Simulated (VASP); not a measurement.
# Al (Fm-3m) in VASP: single point with PBE

Aim: the single point of Al with PBE.

All numbers are computed with VASP 6.6.1; they aren't measurements. Logs are shortened: lines on timing, memory, paths and dates and some standing lists are left out, and cuts for length are marked.

### 1 The cell of the first run

Symmetry: Fm-3m, No. 225, cubic system. The conventional cell has a = 4.050 Å, b = 4.050 Å, c = 4.050 Å, α = 90.00°, β = 90.00°, γ = 90.00°. Al (site symmetry m-3m) has 12 Al at 2.86 Å within 3.8 Å.

### 2 Single point, PBE

Contents of INCAR:

```
SYSTEM = Al
  ALGO = Normal
  EDIFF = 1E-6
  ENCUT = 500
  GGA = PE
  GGA_COMPAT = .FALSE.
  ISIF = 2
  ISMEAR = -1
  LASPH = .TRUE.
  LCHARG = .TRUE.
  LELF = .TRUE.
  LREAL = .FALSE.
  LVHAR = .TRUE.
  LWAVE = .FALSE.
  NBANDS = 30
  NELM = 120
  PREC = Accurate
  SIGMA = 0.15
```

Contents of KPOINTS:

```
k-points
0
G
  2 3 3
  0 0 0
```

Contents of POSCAR:

```
Al
1.0
    0.0000000000      6.0744300000      6.0744300000
    4.0496200000      0.0000000000      4.0496200000
    4.0496200000      4.0496200000      0.0000000000
Al
12
Direct
    0.0000000000      0.0000000000      0.0000000000
    0.0000000000      0.0000000000      0.5000000000
    0.0000000000      0.5000000000      0.0000000000
    0.0000000000      0.5000000000      0.5000000000
    0.3333333333      0.0000000000      0.0000000000
    0.3333333333      0.0000000000      0.5000000000
    0.3333333333      0.5000000000      0.0000000000
    0.3333333333      0.5000000000      0.5000000000
    0.6666666667      0.0000000000      0.0000000000
    0.6666666667      0.0000000000      0.5000000000
    0.6666666667      0.5000000000      0.0000000000
    0.6666666667      0.5000000000      0.5000000000
```

Potentials or basis: VASP PAW PBE potentials, release 64 (Al).

Launch:

```
$ cat potpaw_PBE.64/Al/POTCAR > POTCAR
$ mpirun -np 1 vasp_std > vasp.out
```

OUTCAR:

```text
SYSTEM = Al
   EDIFF = 1E-6
   ENCUT = 500
   GGA = PE
   ISIF = 2
   ISMEAR = -1
   LASPH = .TRUE.
   LREAL = .FALSE.
   NELM = 120
   PREC = Accurate

 ion  position               nearest neighbor table
   1  0.000  0.000  0.000-   5 2.86   9 2.86  10 2.86  11 2.86   6 2.86   7 2.86   2 2.86   4 2.86
                             2 2.86   3 2.86   4 2.86   3 2.86
   2  0.000  0.000  0.500-   6 2.86  10 2.86   9 2.86  12 2.86   5 2.86   8 2.86   1 2.86   3 2.86
                             1 2.86   3 2.86   4 2.86   4 2.86
   3  0.000  0.500  0.000-   7 2.86  11 2.86   9 2.86  12 2.86   8 2.86   5 2.86   2 2.86   4 2.86
                             1 2.86   1 2.86   2 2.86   4 2.86
   4  0.000  0.500  0.500-   8 2.86  12 2.86  11 2.86  10 2.86   7 2.86   6 2.86   1 2.86   3 2.86
                             2 2.86   1 2.86   2 2.86   3 2.86
   5  0.333  0.000  0.000-   1 2.86   2 2.86   3 2.86   6 2.86   7 2.86   6 2.86   8 2.86   7 2.86
                             8 2.86  10 2.86  11 2.86   9 2.86
   6  0.333  0.000  0.500-   2 2.86   1 2.86   4 2.86   5 2.86   8 2.86   5 2.86   7 2.86   7 2.86
                             8 2.86   9 2.86  12 2.86  10 2.86
   7  0.333  0.500  0.000-   3 2.86   1 2.86   4 2.86   5 2.86   8 2.86   6 2.86   8 2.86   5 2.86
                             6 2.86  12 2.86   9 2.86  11 2.86
   8  0.333  0.500  0.500-   4 2.86   3 2.86   2 2.86   6 2.86   7 2.86   5 2.86   7 2.86   5 2.86
                             6 2.86  11 2.86  10 2.86  12 2.86
   9  0.667  0.000  0.000-   1 2.86   2 2.86   3 2.86  10 2.86  10 2.86  12 2.86  11 2.86  11 2.86
                            12 2.86   6 2.86   7 2.86   5 2.86
  10  0.667  0.000  0.500-   2 2.86   1 2.86   4 2.86   9 2.86   9 2.86  11 2.86  12 2.86  11 2.86
                            12 2.86   5 2.86   8 2.86   6 2.86
  11  0.667  0.500  0.000-   3 2.86   4 2.86   1 2.86   9 2.86  10 2.86  12 2.86  12 2.86   9 2.86
                            10 2.86   5 2.86   8 2.86   7 2.86
  12  0.667  0.500  0.500-   4 2.86   3 2.86   2 2.86  10 2.86   9 2.86  11 2.86  11 2.86   9 2.86
                            10 2.86   6 2.86   7 2.86   8 2.86

  LATTYP: Found a face centered orthorhombic cell.
 ALAT       =     5.7270275265
 B/A-ratio  =     1.7320508076
 C/A-ratio  =     2.4494897428

  Lattice vectors:

 A1 = (   0.0000000000,   6.0744300000,   6.0744300000)
 A2 = (  -4.0496200000,   2.0248100000,   6.0744300000)
 A3 = (   4.0496200000,  -0.0000000000,   4.0496200000)

Analysis of symmetry for initial positions (statically):
=====================================================================
 Subroutine PRICEL returns following result:

  LATTYP: Found a face centered cubic cell.
 ALAT       =     4.0496200000

  Lattice vectors:

 A1 = (   0.0000000000,   2.0248099998,   2.0248099998)
 A2 = (   2.0248100000,   0.0000000000,   2.0248100000)
 A3 = (   2.0248100000,   2.0248100000,   0.0000000000)

  12 primitive cells build up your supercell.

 Routine SETGRP: Setting up the symmetry group for a
 face centered orthorhombic supercell.

 Subroutine GETGRP returns: Found  4 space group operations
 (whereof  4 operations were pure point group operations)
 out of a pool of  8 trial point group operations.

The static configuration has the point symmetry C_2h.

Analysis of symmetry for dynamics (positions and initial velocities):
=====================================================================
 Subroutine PRICEL returns following result:

  LATTYP: Found a face centered cubic cell.
 ALAT       =     4.0496200000

  Lattice vectors:

 A1 = (   0.0000000000,   2.0248099998,   2.0248099998)
 A2 = (   2.0248100000,   0.0000000000,   2.0248100000)
 A3 = (   2.0248100000,   2.0248100000,   0.0000000000)

  12 primitive cells build up your supercell.

 Routine SETGRP: Setting up the symmetry group for a
 face centered orthorhombic supercell.

 Subroutine GETGRP returns: Found  4 space group operations
 (whereof  4 operations were pure point group operations)
 out of a pool of  8 trial point group operations.

The dynamic configuration has the point symmetry C_2h.

 Subroutine INISYM returns: Found  4 space group operations
 (whereof  4 operations are pure point group operations),
 and found    12 'primitive' translations

----------------------------------------------------------------------------------------

                                     Primitive cell

  volume of cell :      16.6029

  direct lattice vectors                    reciprocal lattice vectors
     0.000000000  2.024810000  2.024810000    -0.246936750  0.246936750  0.246936750
     2.024810000  0.000000000  2.024810000     0.246936750 -0.246936750  0.246936750
     2.024810000  2.024810000  0.000000000     0.246936750  0.246936750 -0.246936750

  length of vectors
     2.863513763  2.863513763  2.863513763     0.427706997  0.427706997  0.427706997

  position of ions in fractional coordinates (direct lattice)
     0.000000000  0.000000000  0.000000000

  ion indices of the primitive-cell ions
   primitive index   ion index
                 1           1

----------------------------------------------------------------------------------------

 KPOINTS: k-points

Automatic generation of k-mesh.
 Grid dimensions read from file:
 generate k-points for:    2    3    3

 Generating k-lattice:

  Cartesian coordinates                     Fractional coordinates (reciprocal lattice)
    -0.041156125  0.041156125  0.041156125     0.500000000  0.000000000  0.000000000
     0.041156125 -0.041156125  0.041156125     0.000000000  0.333333333  0.000000000
     0.041156125  0.041156125 -0.041156125     0.000000000  0.000000000  0.333333333

  Length of vectors
     0.071284499  0.071284499  0.071284499

  Shift w.r.t. Gamma in fractional coordinates (k-lattice)
     0.000000000  0.000000000  0.000000000

 WARNING: IBZKPT: internal override: KBLOWUP is changed to .FALSE.
      ... skipping the blow-up phase ...

 Subroutine IBZKPT returns following result:
 ===========================================

 Found      8 irreducible k-points:

 Following reciprocal coordinates:
            Coordinates               Weight
  0.000000  0.000000  0.000000      1.000000
  0.500000  0.000000  0.000000      1.000000
  0.000000  0.333333  0.000000      4.000000
  0.500000  0.333333  0.000000      4.000000
  0.000000  0.333333  0.333333      2.000000
  0.500000  0.333333  0.333333      2.000000
  0.000000 -0.333333  0.333333      2.000000
  0.500000 -0.333333  0.333333      2.000000
   k-points           NKPTS =      8   k-points in BZ     NKDIM =      8   number of bands    NBANDS=     30
   number of dos      NEDOS =    301   number of ions     NIONS =     12
   total plane-waves  NPLWV = 112896
   dimension x,y,z NGX =    64 NGY =   42 NGZ =   42
   dimension x,y,z NGXF=   128 NGYF=   84 NGZF=   84
   ions per type =              12
   NGX,Y,Z   is equivalent  to a cutoff of  12.39, 12.19, 12.19 a.u.
   NGXF,Y,Z  is equivalent  to a cutoff of  24.77, 24.38, 24.38 a.u.
 SYSTEM =  Al
   PREC   = accura    normal or accurate (medium, high low for compatibility)
   ISTART =      0    job   : 0-new  1-cont  2-samecut
   ICHARG =      2    charge: 1-file 2-atom 10-const
   ISPIN  =      1    spin polarized calculation?
   LNONCOLLINEAR =      F non collinear calculations
   LSORBIT =      F    spin-orbit coupling
   LASPH  =      T    aspherical Exc in radial PAW
   ENCUT  =  500.0 eV  36.75 Ry    6.06 a.u.  15.66 10.44 10.44*2*pi/ulx,y,z
   NELM   =    120;   NELMIN=  2; NELMDL= -5     # of ELM steps
   EDIFF  = 0.1E-05   stopping-criterion for ELM
   LREAL  =      F    real-space projection
   EDIFFG = 0.1E-04   stopping-criterion for IOM
   NSW    =      0    number of steps for IOM
   IBRION =     -1    ionic relax: 0-MD 1-quasi-New 2-CG
   NFREE  =      0    steps in history (QN), initial steepest desc. (CG)
   ISIF   =      2    stress and relaxation
   ISYM   =      2    0-nonsym 1-usesym 2-fastsym
   POTIM  = 0.5000    time-step for ionic-motion
   TEBEG  =    0.0;   TEEND  =   0.0 temperature during run
   PSTRESS=    0.0 pullay stress
   NELECT =      36.0000    total number of electrons
   NUPDOWN=      -1.0000    fix difference up-down
   EMIN   =  10.00;   EMAX   =-10.00  energy-range for DOS
   EFERMI =   0.00;   METHOD = LEGACY
   ISMEAR =    -1;   SIGMA  =   0.15  broadening in eV -4-tet -1-fermi 0-gaus
   EFERMI_NEDOS =   21; number of points for ismear=-14 and -15
   IALGO  =     38    algorithm
   IMIX   =      4    mixing-type and parameters
     AMIX     =   0.40;   BMIX     =  1.00
     AMIX_MAG =   1.60;   BMIX_MAG =  1.00
  volume/ion in A,a.u.               =      16.60       112.04
  Fermi-wavevector in a.u.,A,eV,Ry     =   0.925524  1.748987 11.654676  0.856594
  Thomas-Fermi vector in A             =   2.051388
   LORBIT       =      0    0 simple, 1 ext, 2 COOP (PROOUT), +10 PAW based schemes
   GGA     = PE    functional components
   LHFCALC =     F    Hartree Fock is set to
   AEXX    =    0.0000 exact exchange contribution
   IVDW    =     0    specifies the selected vdW correction
   LEPSILON=     F    determine dielectric tensor
   LRPA    =     F    only Hartree local field effects (RPA)
 non-spin polarized calculation
  energy-cutoff  :      500.00
  volume of cell :      199.23
 maximum number of plane-waves:      5094
 NGX is ok and might be reduce to    64
   NGX = 31   NGY = 21   NGZ = 21

 number of electron      36.0000000 magnetization

 Free energy of the ion-electron system (eV)
  ---------------------------------------------------
  ext. energy  EPLUGINS =         0.00000000
  ---------------------------------------------------
  free energy    TOTEN  =       -45.89025938 eV

  energy without entropy =      -45.66502601  energy(sigma->0) =      -45.77764269

 E-fermi :   8.1771     XC(G=0): -10.1745

 val. band max:        7.2849807956   @ k =   0.5000   0.3333   0.0000
 cond. band min:       8.3190394271   @ k =   0.0000  -0.3333   0.3333
 fundamental gap:      1.0340586316
 Fermi energy:         8.1770552483

 k-point     1 :       0.0000    0.0000    0.0000
  band No.  band energies     occupation
      1      -3.1567      2.00000
      2      -0.1786      2.00000
      3      -0.1786      2.00000
      4       2.7356      2.00000
      5       2.7356      2.00000
      6       3.3669      2.00000
[... 22 lines left out ...]
     29      13.5007      0.00000
     30      13.5007      0.00000

 k-point     2 :       0.5000    0.0000    0.0000
  band No.  band energies     occupation
      1      -2.4063      2.00000
      2      -2.4063      2.00000
      3       2.7356      2.00000
      4       2.7356      2.00000
      5       2.7356      2.00000
      6       2.7356      2.00000
[... 22 lines left out ...]
     29      13.5007      0.00000
     30      13.5007      0.00000

 k-point     3 :       0.0000    0.3333    0.0000
  band No.  band energies     occupation
      1      -2.4063      2.00000
      2      -0.4246      2.00000
      3      -0.1786      2.00000
      4       0.7981      2.00000
      5       1.5302      2.00000
      6       1.5302      2.00000
[... 154 lines left out ...]
     29      11.0852      0.00000
     30      11.0852      0.00000

 k-point     8 :       0.5000   -0.3333    0.3333
  band No.  band energies     occupation
      1      -1.1645      2.00000
      2      -1.1645      2.00000
      3      -0.4246      2.00000
      4      -0.4246      2.00000
      5       1.7704      2.00000
      6       1.7704      2.00000
[... 22 lines left out ...]
     29      11.0852      0.00000
     30      11.0853      0.00000

------------------------ aborting loop because EDIFF is reached ----------------------------------------

  FORCE on cell =-STRESS in cart. coord.  units (eV):
  Direction    XX          YY          ZZ          XY          YZ          ZX
  --------------------------------------------------------------------------------------
  -------------------------------------------------------------------------------------
  Total       -0.2778583     -0.2778517     -0.2778517     -0.0000014      0.0000041     -0.0000014
  in kB       -2.2344457     -2.2343929     -2.2343929     -0.0000111      0.0000333     -0.0000111
  external PRESSURE =      -2.2344105 kB  Pullay stress =       0.0000000 kB

 VOLUME and BASIS-vectors are now :
 -----------------------------------------------------------------------------
  energy-cutoff  :      500.00
  volume of cell :      199.23
      direct lattice vectors                 reciprocal lattice vectors
     0.000000000  6.074430000  6.074430000    -0.082312250  0.082312250  0.082312250
     4.049620000  0.000000000  4.049620000     0.123468375 -0.123468375  0.123468375
     4.049620000  4.049620000  0.000000000     0.123468375  0.123468375 -0.123468375

 POSITION                                       TOTAL-FORCE (eV/Angst)
 -----------------------------------------------------------------------------------
      0.00000      0.00000      0.00000        -0.000000      0.000000     -0.000000
      2.02481      2.02481      0.00000        -0.000000     -0.000000     -0.000000
      2.02481      0.00000      2.02481         0.000000     -0.000000     -0.000000
      4.04962      2.02481      2.02481         0.000000     -0.000000     -0.000000
      0.00000      2.02481      2.02481         0.000000     -0.000000      0.000000
      2.02481      4.04962      2.02481         0.000000     -0.000000     -0.000000
      2.02481      2.02481      4.04962         0.000000     -0.000000     -0.000000
      4.04962      4.04962      4.04962         0.000000     -0.000000     -0.000000
      0.00000      4.04962      4.04962        -0.000000      0.000000      0.000000
      2.02481      6.07443      4.04962        -0.000000      0.000000      0.000000
      2.02481      4.04962      6.07443        -0.000000      0.000000      0.000000
      4.04962      6.07443      6.07443        -0.000000      0.000000      0.000000
 -----------------------------------------------------------------------------------
    total drift:                                0.000000     -0.000000      0.000000

  FREE ENERGIE OF THE ION-ELECTRON SYSTEM (eV)
  ---------------------------------------------------
  free  energy   TOTEN  =       -45.8902593763 eV

  energy  without entropy=      -45.6650260066  energy(sigma->0) =      -45.77764269
```

Run time: 37 s. Hardware: 1 thread of Intel Xeon Platinum 8488C (Sapphire Rapids), shared host; peak memory 0.31 GiB.

Results:

```
Free energy            : -45.8903 eV
Pressure               : -0.2 GPa
Band gap on the k mesh : zero (bands 18 and 19 overlap by 3.30 eV)
```

Levels at points of the mesh, in eV from the Fermi level:
| k point | band 16 | band 17 | band 18 | band 19 | band 20 | band 21 |
| --- | --- | --- | --- | --- | --- | --- |
| (0.00, 0.00, 0.00) | -2.57 | -1.84 | 0.25 | 0.25 | 0.79 | 0.79 |
| (0.50, 0.00, 0.00) | -2.57 | -2.57 | -2.57 | -1.84 | -1.84 | 0.79 |

Caveat: the k points lie up to 0.45 Å⁻¹ apart, too coarse for converged energies and pressures of a metal.
